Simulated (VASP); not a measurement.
# TiO2 (I4_1/amd) in VASP: single point with PBE

Aim: the single point of TiO2 with PBE.

All numbers are computed with VASP 6.6.1; they aren't measurements. Logs are shortened: lines on timing, memory, paths and dates and some standing lists are left out, and cuts for length are marked.

**1. The cell of the first run**

It takes space group I4_1/amd (No. 141, tetragonal). The conventional cell has a = 3.799 Å, b = 3.799 Å, c = 9.702 Å, α = 90.00°, β = 90.00°, γ = 90.00°. Ti (site symmetry -4m2) has 6 O at 1.95 to 2.00 Å within 2.6 Å. Within 2.6 Å of O (site symmetry 2mm) lie 3 Ti at 1.95 to 2.00 Å and 2 O at 2.47 Å.

**2. Single point, PBE**

File INCAR:

```
  PREC = Accurate
  ENCUT = 600
  EDIFF = 1E-6
  ISMEAR = 0
  SIGMA = 0.02
  LREAL = F
  LASPH = T
  NELM = 120
  ALGO = Normal
  ISIF = 2
  LWAVE = F
  LCHARG = F
  GGA = PE
  NBANDS = 33
  GGA_COMPAT = F
```

File KPOINTS:

```
regular mesh
0
Gamma
  10 10 10
```

File POSCAR:

```
TiO2
1.0
   -1.8992798481      1.8992798481      4.8512434994
    1.8992798481     -1.8992798481      4.8512434994
    1.8992798481      1.8992798481     -4.8512434994
Ti O
2 4
Direct
    0.0000000000      0.0000000000      0.0000000000
    0.7500000000      0.2500000000      0.5000000000
    0.2064183209      0.2064183209      0.0000000000
    0.9564183209      0.4564183209      0.5000000000
    0.5435816791      0.0435816791      0.5000000000
    0.7935816791      0.7935816791      0.0000000000
```

Potentials or basis: VASP PAW PBE potentials, release 64 (Ti_sv, O).

On the command line:

```
$ cat potpaw_PBE.64/Ti_sv/POTCAR potpaw_PBE.64/O/POTCAR > POTCAR
$ mpirun -np 1 vasp_std > vasp.out
```

OUTCAR:

```text
PREC = Accurate
   ENCUT = 600
   EDIFF = 1E-6
   ISMEAR = 0
   LREAL = F
   LASPH = T
   NELM = 120
   ISIF = 2
   GGA = PE

 ion  position               nearest neighbor table
   1  0.000  0.000  0.000-   5 1.95   4 1.95   5 1.95   4 1.95   3 2.00   6 2.00
   2  0.750  0.250  0.500-   6 1.95   3 1.95   6 1.95   3 1.95   4 2.00   5 2.00
   3  0.206  0.206  0.000-   2 1.95   2 1.95   1 2.00
   4  0.956  0.456  0.500-   1 1.95   1 1.95   2 2.00
   5  0.544  0.044  0.500-   1 1.95   1 1.95   2 2.00
   6  0.794  0.794  0.000-   2 1.95   2 1.95   1 2.00

  LATTYP: Found a body centered tetragonal cell.
 ALAT       =     3.7985596962
 C/A-ratio  =     2.5542541844

  Lattice vectors:

 A1 = (  -1.8992798481,   1.8992798481,   4.8512434994)
 A2 = (   1.8992798481,  -1.8992798481,   4.8512434994)
 A3 = (   1.8992798481,   1.8992798481,  -4.8512434994)

Analysis of symmetry for initial positions (statically):
=====================================================================
 Subroutine PRICEL returns:
 Original cell was already a primitive cell.

 Routine SETGRP: Setting up the symmetry group for a
 body centered tetragonal supercell.

 Subroutine GETGRP returns: Found 16 space group operations
 (whereof  8 operations were pure point group operations)
 out of a pool of 16 trial point group operations.

The static configuration has the point symmetry D_2d.
 The point group associated with its full space group is D_4h.

Analysis of symmetry for dynamics (positions and initial velocities):
=====================================================================
 Subroutine PRICEL returns:
 Original cell was already a primitive cell.

 Routine SETGRP: Setting up the symmetry group for a
 body centered tetragonal supercell.

 Subroutine GETGRP returns: Found 16 space group operations
 (whereof  8 operations were pure point group operations)
 out of a pool of 16 trial point group operations.

The dynamic configuration has the point symmetry D_2d.
 The point group associated with its full space group is D_4h.

 Subroutine INISYM returns: Found 16 space group operations
 (whereof  8 operations are pure point group operations),
 and found     1 'primitive' translations

----------------------------------------------------------------------------------------

                                     Primitive cell

  volume of cell :      69.9989

  direct lattice vectors                    reciprocal lattice vectors
    -1.899279848  1.899279848  4.851243499     0.000000000  0.263257677  0.103066358
     1.899279848 -1.899279848  4.851243499     0.263257677  0.000000000  0.103066358
     1.899279848  1.899279848 -4.851243499     0.263257677  0.263257677  0.000000000

  length of vectors
     5.545186324  5.545186324  5.545186324     0.282714129  0.282714129  0.372302577

  position of ions in fractional coordinates (direct lattice)
     0.000000000  0.000000000  0.000000000
     0.750000000  0.250000000  0.500000000
     0.206418321  0.206418321  0.000000000
     0.956418321  0.456418321  0.500000000
     0.543581679  0.043581679  0.500000000
     0.793581679  0.793581679  0.000000000

  ion indices of the primitive-cell ions
   primitive index   ion index
                 1           1
                 2           2
                 3           3
                 4           4
                 5           5
                 6           6

----------------------------------------------------------------------------------------

 KPOINTS: regular mesh

Automatic generation of k-mesh.
 Grid dimensions read from file:
 generate k-points for:   10   10   10

 Generating k-lattice:

  Cartesian coordinates                     Fractional coordinates (reciprocal lattice)
     0.000000000  0.026325768  0.010306636     0.100000000  0.000000000 -0.000000000
     0.026325768  0.000000000  0.010306636     0.000000000  0.100000000 -0.000000000
     0.026325768  0.026325768  0.000000000     0.000000000  0.000000000  0.100000000

  Length of vectors
     0.028271413  0.028271413  0.037230258

  Shift w.r.t. Gamma in fractional coordinates (k-lattice)
     0.000000000  0.000000000  0.000000000

 Subroutine IBZKPT returns following result:
 ===========================================

 Found    102 irreducible k-points:

 Following reciprocal coordinates:
            Coordinates               Weight
  0.000000  0.000000  0.000000      1.000000
  0.100000 -0.000000  0.000000      8.000000
  0.200000 -0.000000  0.000000      8.000000
  0.300000 -0.000000  0.000000      8.000000
  0.400000  0.000000  0.000000      8.000000
  0.500000 -0.000000  0.000000      4.000000
[... 16 lines left out ...]
  0.300000  0.300000  0.000000      8.000000
  0.400000  0.300000  0.000000     16.000000
 [... further k-points ...]
   k-points           NKPTS =    102   k-points in BZ     NKDIM =    102   number of bands    NBANDS=     33
   number of dos      NEDOS =    301   number of ions     NIONS =      6
   total plane-waves  NPLWV = 110592
   dimension x,y,z NGX =    48 NGY =   48 NGZ =   48
   dimension x,y,z NGXF=    96 NGYF=   96 NGZF=   96
   ions per type =               2   4
   NGX,Y,Z   is equivalent  to a cutoff of  14.39, 14.39, 14.39 a.u.
   NGXF,Y,Z  is equivalent  to a cutoff of  28.78, 28.78, 28.78 a.u.
 SYSTEM =  unknown system
   PREC   = accura    normal or accurate (medium, high low for compatibility)
   ISTART =      0    job   : 0-new  1-cont  2-samecut
   ICHARG =      2    charge: 1-file 2-atom 10-const
   ISPIN  =      1    spin polarized calculation?
   LNONCOLLINEAR =      F non collinear calculations
   LSORBIT =      F    spin-orbit coupling
   LASPH  =      T    aspherical Exc in radial PAW
   ENCUT  =  600.0 eV  44.10 Ry    6.64 a.u.  11.08 11.08 11.08*2*pi/ulx,y,z
   NELM   =    120;   NELMIN=  2; NELMDL= -5     # of ELM steps
   EDIFF  = 0.1E-05   stopping-criterion for ELM
   LREAL  =      F    real-space projection
   EDIFFG = 0.1E-04   stopping-criterion for IOM
   NSW    =      0    number of steps for IOM
   IBRION =     -1    ionic relax: 0-MD 1-quasi-New 2-CG
   NFREE  =      0    steps in history (QN), initial steepest desc. (CG)
   ISIF   =      2    stress and relaxation
   ISYM   =      2    0-nonsym 1-usesym 2-fastsym
   POTIM  = 0.5000    time-step for ionic-motion
   TEBEG  =    0.0;   TEEND  =   0.0 temperature during run
   PSTRESS=    0.0 pullay stress
   NELECT =      48.0000    total number of electrons
   NUPDOWN=      -1.0000    fix difference up-down
   EMIN   =  10.00;   EMAX   =-10.00  energy-range for DOS
   EFERMI =   0.00;   METHOD = LEGACY
   ISMEAR =     0;   SIGMA  =   0.02  broadening in eV -4-tet -1-fermi 0-gaus
   EFERMI_NEDOS =   21; number of points for ismear=-14 and -15
   IALGO  =     38    algorithm
   IMIX   =      4    mixing-type and parameters
     AMIX     =   0.40;   BMIX     =  1.00
     AMIX_MAG =   1.60;   BMIX_MAG =  1.00
  volume/ion in A,a.u.               =      11.67        78.73
  Fermi-wavevector in a.u.,A,eV,Ry     =   1.443638  2.728080 28.355768  2.084090
  Thomas-Fermi vector in A             =   2.562023
   LORBIT       =      0    0 simple, 1 ext, 2 COOP (PROOUT), +10 PAW based schemes
   GGA     = PE    functional components
   LHFCALC =     F    Hartree Fock is set to
   AEXX    =    0.0000 exact exchange contribution
   IVDW    =     0    specifies the selected vdW correction
   LEPSILON=     F    determine dielectric tensor
   LRPA    =     F    only Hartree local field effects (RPA)
 non-spin polarized calculation
 Gauss-broadening in eV      SIGMA  =   0.02
  energy-cutoff  :      600.00
  volume of cell :       70.00
 maximum number of plane-waves:      2366
 NGX is ok and might be reduce to    48
   NGX = 23   NGY = 23   NGZ = 23

 number of electron      47.9999998 magnetization

 Free energy of the ion-electron system (eV)
  ---------------------------------------------------
  ext. energy  EPLUGINS =         0.00000000
  ---------------------------------------------------
  free energy    TOTEN  =       -53.87335039 eV

  energy without entropy =      -53.87335039  energy(sigma->0) =      -53.87335039

 E-fermi :   3.3653     XC(G=0): -10.5913

 val. band max:        3.1385936504   @ k =  -0.4000   0.4000   0.0000
 cond. band min:       5.2532520434   @ k =   0.0000   0.0000   0.0000
 fundamental gap:      2.1146583930
 Fermi energy:         3.3652539237

 k-point     1 :       0.0000    0.0000    0.0000
  band No.  band energies     occupation
      1     -53.3165      2.00000
      2     -53.2655      2.00000
      3     -29.7454      2.00000
      4     -29.5269      2.00000
      5     -29.5269      2.00000
      6     -29.4656      2.00000
[... 25 lines left out ...]
     32       8.1986      0.00000
     33       8.3428      0.00000

 k-point     2 :       0.1000   -0.0000    0.0000
  band No.  band energies     occupation
      1     -53.3154      2.00000
      2     -53.2662      2.00000
      3     -29.7427      2.00000
      4     -29.5387      2.00000
      5     -29.5278      2.00000
      6     -29.4706      2.00000
[... 25 lines left out ...]
     32       8.3764      0.00000
     33       8.6146      0.00000

 k-point     3 :       0.2000   -0.0000    0.0000
  band No.  band energies     occupation
      1     -53.3122      2.00000
      2     -53.2683      2.00000
      3     -29.7358      2.00000
      4     -29.5682      2.00000
      5     -29.5297      2.00000
      6     -29.4826      2.00000
[... 25 lines left out ...]
     32       8.7254      0.00000
     33       9.0221      0.00000

 k-point     4 :       0.3000   -0.0000    0.0000
  band No.  band energies     occupation
      1     -53.3078      2.00000
      2     -53.2715      2.00000
      3     -29.7275      2.00000
      4     -29.6038      2.00000
      5     -29.5319      2.00000
      6     -29.4944      2.00000
[... 673 lines left out ...]
     32       9.4120      0.00000
     33       9.7270      0.00000

 k-point    23 :       0.3000    0.3000    0.0000
  band No.  band energies     occupation
      1     -53.2971      2.00000
      2     -53.2795      2.00000
      3     -29.7026      2.00000
      4     -29.6495      2.00000
      5     -29.5689      2.00000
      6     -29.5286      2.00000
[... 25 lines left out ...]
     32       9.4048      0.00000
     33      10.2300      0.00000

 k-point    24 :       0.4000    0.3000    0.0000
  band No.  band energies     occupation
      1     -53.2938      2.00000
      2     -53.2817      2.00000
      3     -29.7049      2.00000
      4     -29.6691      2.00000
      5     -29.5708      2.00000
      6     -29.5431      2.00000
[... 25 lines left out ...]
     32       9.4143      0.00000
     33      10.2913      0.00000

 [... further k-points ...]

------------------------ aborting loop because EDIFF is reached ----------------------------------------

  FORCE on cell =-STRESS in cart. coord.  units (eV):
  Direction    XX          YY          ZZ          XY          YZ          ZX
  --------------------------------------------------------------------------------------
  -------------------------------------------------------------------------------------
  Total        0.1885903      0.1885903      0.2139162      0.0000000      0.0000000      0.0000000
  in kB        4.3165711      4.3165711      4.8962475      0.0000000      0.0000000      0.0000000
  external PRESSURE =       4.5097966 kB  Pullay stress =       0.0000000 kB

 VOLUME and BASIS-vectors are now :
 -----------------------------------------------------------------------------
  energy-cutoff  :      600.00
  volume of cell :       70.00
      direct lattice vectors                 reciprocal lattice vectors
    -1.899279848  1.899279848  4.851243499     0.000000000  0.263257677  0.103066358
     1.899279848 -1.899279848  4.851243499     0.263257677  0.000000000  0.103066358
     1.899279848  1.899279848 -4.851243499     0.263257677  0.263257677  0.000000000

 POSITION                                       TOTAL-FORCE (eV/Angst)
 -----------------------------------------------------------------------------------
      0.00000      0.00000      0.00000         0.000000      0.000000      0.000000
      0.00000      1.89928      2.42562         0.000000      0.000000      0.000000
      0.00000      0.00000      2.00277        -0.000000     -0.000000      0.019245
      0.00000      1.89928      4.42839        -0.000000     -0.000000      0.019245
     -0.00000      1.89928      0.42285        -0.000000     -0.000000     -0.019245
      0.00000      0.00000      7.69972         0.000000      0.000000     -0.019245
 -----------------------------------------------------------------------------------
    total drift:                               -0.000000     -0.000000      0.000000

  FREE ENERGIE OF THE ION-ELECTRON SYSTEM (eV)
  ---------------------------------------------------
  free  energy   TOTEN  =       -53.8733503905 eV

  energy  without entropy=      -53.8733503905  energy(sigma->0) =      -53.87335039
```

Run time: 15 min. Hardware: 1 thread of Oxide Virtual Turin-like, shared host; peak memory 0.44 GiB.

What came out:

```yaml
Free_energy: -53.8734 eV
Pressure: 0.5 GPa
Largest_force: 0.019 eV/Å
Band_gap_on_the_k_mesh: 2.11 eV (least direct gap 2.41 eV)
```

Forces on the atoms (eV/Å):
```
Ti   0.000  0.000  0.000
Ti   0.000  0.000  0.000
O    0.000  0.000  0.019
O    0.000  0.000  0.019
O    0.000  0.000 -0.019
O    0.000  0.000 -0.019
```

A k mesh can miss the band edges. PBE gaps usually lie below the measured ones, often by a third to a half.
